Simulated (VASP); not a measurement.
# BaTiO3 (Pm-3m) in VASP: notebook, part 2 of 2

VASP 6.6.1. The steps go on from the part before.

## Step 3: Relaxation of cell and atoms, PBE

This run uses another cell than the first one, of 12.87 Å³/atom, 0.991 times its volume.

Contents of INCAR:

```
SYSTEM = BaTiO3
PREC     = Accurate       ! precision mode
ENCUT    = 600            ! plane-wave cutoff, eV
EDIFF    = 1E-7           ! SCF threshold, eV
ISMEAR   = 0              ! smearing method
SIGMA    = 0.02           ! smearing width, eV
LREAL    = .FALSE.        ! projectors in reciprocal space
LASPH    = .TRUE.         ! aspherical terms in the spheres
NELM     = 60             ! most SCF steps
ALGO     = Normal         ! electronic algorithm
ISIF     = 3              ! what is computed and relaxed
LWAVE    = .FALSE.        ! write WAVECAR
LCHARG   = .FALSE.        ! write CHGCAR
GGA      = PE             ! functional
IBRION   = 2              ! ionic algorithm
NSW      = 100            ! ionic steps
EDIFFG   = -0.005         ! ionic threshold
```

Contents of KPOINTS:

```
Automatic mesh
0
G
  8 8 8
  0 0 0
```

Contents of POSCAR:

```
BaTiO3
1.0
    4.0073000000      0.0000000000      0.0000000000
    0.0000000000      4.0073000000      0.0000000000
    0.0000000000      0.0000000000      4.0073000000
Ba Ti O
1 1 3
Direct
    0.5000000000      0.5000000000      0.5000000000
    0.0000000000      0.0000000000      0.0000000000
    0.5000000000      0.0000000000      0.0000000000
    0.0000000000      0.5000000000      0.0000000000
    0.0000000000      0.0000000000      0.5000000000
```

Potentials or basis: VASP PAW PBE potentials, release 64 (Ba_sv, Ti_sv, O).

On the command line:

```console
$ cat potpaw_PBE.64/Ba_sv/POTCAR potpaw_PBE.64/Ti_sv/POTCAR potpaw_PBE.64/O/POTCAR > POTCAR
$ mpirun -np 1 vasp_std > vasp.out
```

OUTCAR:

```text
SYSTEM = BaTiO3
   PREC = Accurate
   ENCUT = 600
   EDIFF = 1E-7
   ISMEAR = 0
   LREAL = .FALSE.
   LASPH = .TRUE.
   NELM = 60
   ISIF = 3
   GGA = PE
   IBRION = 2
   NSW = 100
   EDIFFG = -0.005

 ion  position               nearest neighbor table
   1  0.500  0.500  0.500-   3 2.83   4 2.83   5 2.83   3 2.83   4 2.83   3 2.83   5 2.83   3 2.83
                             4 2.83   5 2.83   4 2.83   5 2.83   2 3.47   2 3.47   2 3.47   2 3.47
   2  0.000  0.000  0.000-   3 2.00   4 2.00   5 2.00   5 2.00   4 2.00   3 2.00   1 3.47   1 3.47
                             1 3.47   1 3.47   1 3.47   1 3.47   1 3.47   1 3.47
   3  0.500  0.000  0.000-   2 2.00   2 2.00   1 2.83   1 2.83   1 2.83   1 2.83
   4  0.000  0.500  0.000-   2 2.00   2 2.00   1 2.83   1 2.83   1 2.83   1 2.83
   5  0.000  0.000  0.500-   2 2.00   2 2.00   1 2.83   1 2.83   1 2.83   1 2.83

  LATTYP: Found a simple cubic cell.
 ALAT       =     4.0073000000

  Lattice vectors:

 A1 = (   4.0073000000,   0.0000000000,   0.0000000000)
 A2 = (   0.0000000000,   4.0073000000,   0.0000000000)
 A3 = (   0.0000000000,   0.0000000000,   4.0073000000)

Analysis of symmetry for initial positions (statically):
=====================================================================
 Subroutine PRICEL returns:
 Original cell was already a primitive cell.

 Routine SETGRP: Setting up the symmetry group for a
 simple cubic supercell.

 Subroutine GETGRP returns: Found 48 space group operations
 (whereof 48 operations were pure point group operations)
 out of a pool of 48 trial point group operations.

The static configuration has the point symmetry O_h .

Analysis of symmetry for dynamics (positions and initial velocities):
=====================================================================
 Subroutine PRICEL returns:
 Original cell was already a primitive cell.

 Routine SETGRP: Setting up the symmetry group for a
 simple cubic supercell.

 Subroutine GETGRP returns: Found 48 space group operations
 (whereof 48 operations were pure point group operations)
 out of a pool of 48 trial point group operations.

The dynamic configuration has the point symmetry O_h .

 Subroutine INISYM returns: Found 48 space group operations
 (whereof 48 operations are pure point group operations),
 and found     1 'primitive' translations

----------------------------------------------------------------------------------------

                                     Primitive cell

  volume of cell :      64.3510

  direct lattice vectors                    reciprocal lattice vectors
     4.007300000  0.000000000  0.000000000     0.249544581  0.000000000  0.000000000
     0.000000000  4.007300000  0.000000000     0.000000000  0.249544581  0.000000000
     0.000000000  0.000000000  4.007300000     0.000000000  0.000000000  0.249544581

  length of vectors
     4.007300000  4.007300000  4.007300000     0.249544581  0.249544581  0.249544581

  position of ions in fractional coordinates (direct lattice)
     0.500000000  0.500000000  0.500000000
     0.000000000  0.000000000  0.000000000
     0.500000000  0.000000000  0.000000000
     0.000000000  0.500000000  0.000000000
     0.000000000  0.000000000  0.500000000

  ion indices of the primitive-cell ions
   primitive index   ion index
                 1           1
[... 34 lines left out ...]
  0.125000  0.000000  0.000000      6.000000
  0.250000  0.000000  0.000000      6.000000
  0.375000  0.000000  0.000000      6.000000
  0.500000  0.000000  0.000000      3.000000
  0.125000  0.125000  0.000000     12.000000
[... 16 lines left out ...]
  0.375000  0.375000  0.125000     24.000000
  0.500000  0.375000  0.125000     24.000000
 [... further k-points ...]
   k-points           NKPTS =     35   k-points in BZ     NKDIM =     35   number of bands    NBANDS=     24
   number of dos      NEDOS =    301   number of ions     NIONS =      5
   total plane-waves  NPLWV =  32768
   dimension x,y,z NGX =    32 NGY =   32 NGZ =   32
   dimension x,y,z NGXF=    64 NGYF=   64 NGZF=   64
   ions per type =               1   1   3
   NGX,Y,Z   is equivalent  to a cutoff of  13.28, 13.28, 13.28 a.u.
   NGXF,Y,Z  is equivalent  to a cutoff of  26.55, 26.55, 26.55 a.u.
 SYSTEM =  BaTiO3
   PREC   = accura    normal or accurate (medium, high low for compatibility)
   ISTART =      0    job   : 0-new  1-cont  2-samecut
   ICHARG =      2    charge: 1-file 2-atom 10-const
   ISPIN  =      1    spin polarized calculation?
   LNONCOLLINEAR =      F non collinear calculations
   LSORBIT =      F    spin-orbit coupling
   LASPH  =      T    aspherical Exc in radial PAW
   ENCUT  =  600.0 eV  44.10 Ry    6.64 a.u.   8.00  8.00  8.00*2*pi/ulx,y,z
   NELM   =     60;   NELMIN=  2; NELMDL= -5     # of ELM steps
   EDIFF  = 0.1E-06   stopping-criterion for ELM
   LREAL  =      F    real-space projection
   EDIFFG = -.5E-02   stopping-criterion for IOM
   NSW    =    100    number of steps for IOM
   IBRION =      2    ionic relax: 0-MD 1-quasi-New 2-CG
   NFREE  =      1    steps in history (QN), initial steepest desc. (CG)
   ISIF   =      3    stress and relaxation
   ISYM   =      2    0-nonsym 1-usesym 2-fastsym
   POTIM  = 0.5000    time-step for ionic-motion
   TEBEG  =    0.0;   TEEND  =   0.0 temperature during run
   PSTRESS=    0.0 pullay stress
   NELECT =      40.0000    total number of electrons
   NUPDOWN=      -1.0000    fix difference up-down
   EMIN   =  10.00;   EMAX   =-10.00  energy-range for DOS
   EFERMI =   0.00;   METHOD = LEGACY
   ISMEAR =     0;   SIGMA  =   0.02  broadening in eV -4-tet -1-fermi 0-gaus
   EFERMI_NEDOS =   21; number of points for ismear=-14 and -15
   IALGO  =     38    algorithm
   IMIX   =      4    mixing-type and parameters
     AMIX     =   0.40;   BMIX     =  1.00
     AMIX_MAG =   1.60;   BMIX_MAG =  1.00
  volume/ion in A,a.u.               =      12.87        86.85
  Fermi-wavevector in a.u.,A,eV,Ry     =   1.397150  2.640230 26.558947  1.952028
  Thomas-Fermi vector in A             =   2.520434
   LORBIT       =      0    0 simple, 1 ext, 2 COOP (PROOUT), +10 PAW based schemes
   GGA     = PE    functional components
   LHFCALC =     F    Hartree Fock is set to
   AEXX    =    0.0000 exact exchange contribution
   IVDW    =     0    specifies the selected vdW correction
   LEPSILON=     F    determine dielectric tensor
   LRPA    =     F    only Hartree local field effects (RPA)
 conjugate gradient relaxation of ions
 non-spin polarized calculation
 Gauss-broadening in eV      SIGMA  =   0.02
  energy-cutoff  :      600.00
  volume of cell :       64.35
 maximum number of plane-waves:      2176
   NGX = 17   NGY = 17   NGZ = 17

--------------------------------------- Ionic step        1  -------------------------------------------

 number of electron      39.9999999 magnetization

 Free energy of the ion-electron system (eV)
  ---------------------------------------------------
  ext. energy  EPLUGINS =         0.00000000
  ---------------------------------------------------
  free energy    TOTEN  =       -39.97883533 eV

  energy without entropy =      -39.97883533  energy(sigma->0) =      -39.97883533

------------------------ aborting loop because EDIFF is reached ----------------------------------------

  FORCE on cell =-STRESS in cart. coord.  units (eV):
  Direction    XX          YY          ZZ          XY          YZ          ZX
  --------------------------------------------------------------------------------------
  -------------------------------------------------------------------------------------
  Total        1.2392498      1.2392498      1.2392498      0.0000000     -0.0000000     -0.0000000
  in kB       30.8541692     30.8541692     30.8541692      0.0000000     -0.0000000     -0.0000000
  external PRESSURE =      30.8541692 kB  Pullay stress =       0.0000000 kB
[... 65 lines left out ...]
--------------------------------------- Ionic step        3  -------------------------------------------

 number of electron      40.0000012 magnetization

 Free energy of the ion-electron system (eV)
  ---------------------------------------------------
  ext. energy  EPLUGINS =         0.00000000
  ---------------------------------------------------
  free energy    TOTEN  =       -39.99010396 eV

  energy without entropy =      -39.99010396  energy(sigma->0) =      -39.99010396

 E-fermi :   3.9028     XC(G=0): -11.1443

 val. band max:        3.6642534566   @ k =   0.5000   0.5000   0.5000
 cond. band min:       5.3662373319   @ k =   0.0000   0.0000   0.0000
 fundamental gap:      1.7019838753
 Fermi energy:         3.9027829700

 k-point     1 :       0.0000    0.0000    0.0000
  band No.  band energies     occupation
      1     -53.0644      2.00000
      2     -29.2641      2.00000
      3     -29.2641      2.00000
      4     -29.2641      2.00000
      5     -21.2005      2.00000
      6     -13.1779      2.00000
[... 637 lines left out ...]
     23       7.3804      0.00000
     24       8.6805      0.00000

 [... further k-points ...]
[... 5 lines left out ...]
  --------------------------------------------------------------------------------------
  -------------------------------------------------------------------------------------
  Total       -0.0017398     -0.0017398     -0.0017398      0.0000000      0.0000000     -0.0000000
  in kB       -0.0425277     -0.0425277     -0.0425277      0.0000000      0.0000000     -0.0000000
  external PRESSURE =      -0.0425277 kB  Pullay stress =       0.0000000 kB
[... 20 lines left out ...]
  FREE ENERGIE OF THE ION-ELECTRON SYSTEM (eV)
  ---------------------------------------------------
  free  energy   TOTEN  =       -39.9901039595 eV

  energy  without entropy=      -39.9901039595  energy(sigma->0) =      -39.99010396

 reached required accuracy - stopping structural energy minimisation
```

It took 54 s on 1 thread of Intel Xeon 6975P-C (Granite Rapids), shared host; peak memory 0.23 GiB.

Results:

* Free energy: -39.9901 eV
* Relaxed volume: 13.11 Å³/atom
* Relaxed cell: a = 4.032 Å, b = 4.032 Å, c = 4.032 Å, α = 90.00°, β = 90.00°, γ = 90.00°
* Space group after relaxing (to 0.05 Å): Pm-3m (No. 221)
* Energy gained by relaxing: 2.3 meV/atom
* Ionic steps: 3
* Pressure after relaxing: 0.0 GPa
* Band gap on the k mesh: 1.70 eV, indirect (least direct gap 1.87 eV)

Step by step:
```tsv
step	energy change (eV)	largest force (eV/Å)	pressure (GPa)	volume (Å³)
1	0.0000	0.0000	3.09	64.35
2	-0.0016	0.0000	-2.68	66.69
3	-0.0113	0.0000	0.00	65.55
```

Final structure:
```yaml
crystal:
  lattice:
    - [4.03195, 0.00000, 0.00000]
    - [0.00000, 4.03195, 0.00000]
    - [0.00000, 0.00000, 4.03195]
  atoms:
    - { symbol: Ba, position: [0.50000, 0.50000, 0.50000] }
    - { symbol: Ti, position: [0.00000, 0.00000, 0.00000] }
    - { symbol: O, position: [0.50000, 0.00000, 0.00000] }
    - { symbol: O, position: [0.00000, 0.50000, 0.00000] }
    - { symbol: O, position: [0.00000, 0.00000, 0.50000] }
```

Levels at points of the mesh, in eV from the valence-band top:
| k point | band 18 | band 19 | band 20 | band 21 | band 22 | band 23 |
| --- | --- | --- | --- | --- | --- | --- |
| (0.00, 0.00, 0.00) | -0.17 | -0.17 | -0.17 | 1.70 | 1.70 | 1.70 |
| (0.50, 0.00, 0.00) | -1.80 | -0.71 | -0.71 | 1.85 | 3.38 | 3.38 |
| (0.50, 0.50, 0.00) | -0.88 | -0.88 | -0.09 | 3.38 | 3.38 | 3.79 |
| (0.50, 0.50, 0.50) | 0.00 | 0.00 | 0.00 | 4.02 | 4.02 | 4.02 |

Caveat: spin-orbit coupling is left out, which moves the levels of the heavy elements. A k mesh can miss the band edges.

## Step 4: Single point, PBE

Contents of INCAR:

```
SYSTEM = BaTiO3
PREC = Accurate ; ENCUT = 520
EDIFF = 1E-6 ; ISMEAR = 0
SIGMA = 0.05 ; LREAL = .FALSE.
LASPH = .TRUE. ; NELM = 60
ALGO = Normal ; ISIF = 2
LWAVE = .FALSE. ; LCHARG = .FALSE.
GGA = PE ; NBANDS = 28
```

Contents of KPOINTS:

```
regular mesh
0
G
  6 6 6
  0 0 0
```

POSCAR: that of step 3 with these lines changed.

```diff
@@ -2,5 +2,5 @@
 1.0
-    4.0073000000      0.0000000000      0.0000000000
-    0.0000000000      4.0073000000      0.0000000000
-    0.0000000000      0.0000000000      4.0073000000
+    4.0192501412      0.0000000000      0.0000000000
+    0.0000000000      4.0192501412      0.0000000000
+    0.0000000000      0.0000000000      4.0192501412
 Ba Ti O
```

On the command line:

```console
$ cat potpaw_PBE.64/Ba_sv/POTCAR potpaw_PBE.64/Ti_sv/POTCAR potpaw_PBE.64/O/POTCAR > POTCAR
$ mpirun -np 1 vasp_std > vasp.out
```

It took 61 s on 1 thread of AMD EPYC 7R13, shared host; peak memory 0.16 GiB.

The run converged. Its results:

```
Free energy            : -39.9812 eV
Pressure               : 1.7 GPa
Band gap on the k mesh : 1.72 eV, indirect (least direct gap 1.88 eV)
```

Levels at points of the mesh, in eV from the valence-band top:
| k point | band 17 | band 18 | band 19 | band 20 | band 21 | band 22 | band 23 | band 24 |
| --- | --- | --- | --- | --- | --- | --- | --- | --- |
| (0.00, 0.00, 0.00) | -1.07 | -0.16 | -0.16 | -0.16 | 1.72 | 1.72 | 1.72 | 3.82 |
| (0.50, 0.00, 0.00) | -1.81 | -1.81 | -0.71 | -0.71 | 1.87 | 3.42 | 3.42 | 3.82 |
| (0.50, 0.50, 0.00) | -1.72 | -0.88 | -0.88 | -0.09 | 3.43 | 3.43 | 3.84 | 4.65 |
| (0.50, 0.50, 0.50) | -2.41 | 0.00 | 0.00 | 0.00 | 4.08 | 4.08 | 4.08 | 6.67 |

Caveat: spin-orbit coupling is left out, which moves the levels of the heavy elements. A hybrid or GW would open this gap; PBE tends to underestimate it.

## Step 5: Overview

| task | cell | k mesh | cutoff (eV) | smearing | gap on the mesh (eV) | pressure (GPa) |
| --- | --- | --- | --- | --- | --- | --- |
| single point | a = 4.019 Å, 5 atoms | 8 × 8 × 8 | 520 | gaussian 0.02 eV | 1.72 | 1.7 |
| relaxation of cell and atoms | relaxed from a = 4.007 Å, 5 atoms | 8 × 8 × 8 | 600 | gaussian 0.02 eV | 1.70 | 0.0 |
| single point | a = 4.019 Å, 5 atoms | 6 × 6 × 6 | 520 | gaussian 0.05 eV | 1.72 | 1.7 |

Alike in all rows: level PBE; potentials or basis VASP PAW PBE potentials, release 64 (Ba_sv, Ti_sv, O); no spin polarisation.

Caveats: spin-orbit coupling is left out, which moves the levels of the heavy elements.

Absolute energies hang on the potentials; compare differences alone.
